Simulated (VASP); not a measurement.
Here is a VASP 6.6.1 calculation.

INCAR

```
SYSTEM = Ni
  PREC = Accurate
  ENCUT = 600
  EDIFF = 1E-6
  ISMEAR = -1
  SIGMA = 0.1
  LREAL = .FALSE.
  LASPH = .TRUE.
  NELM = 200
  ALGO = Normal
  ISIF = 2
  LWAVE = .FALSE.
  LCHARG = .FALSE.
  ISPIN = 2
  MAGMOM = 2
  LORBIT = 11
  LMAXMIX = 4
  GGA = PS
  NBANDS = 15
  GGA_COMPAT = .FALSE.
```

File KPOINTS:

```
regular mesh
0
G
  14 14 14
  0 0 0
```

POSCAR

```
Ni
1.0
   -1.3837154700      1.3837154700      1.3837154700
    1.3837154700     -1.3837154700      1.3837154700
    1.3837154700      1.3837154700     -1.3837154700
Ni
1
Direct
    0.0000000000      0.0000000000      0.0000000000
```

Potentials or basis: VASP PAW PBE potentials, release 64 (Ni).

Launch:

```console
$ cat potpaw_PBE.64/Ni/POTCAR > POTCAR
$ mpirun -np 1 vasp_std > vasp.out
```

(1) Estimate the pressure.

(2) Predict the net moment.

(3) Predict the site moments.

Answers

(1) -2.7 GPa.

(2) 0.48 μB per cell.

(3) Ni +0.48 μB.

Caveat: the PAW data sets were made with another functional, which shifts forces and pressure a little.
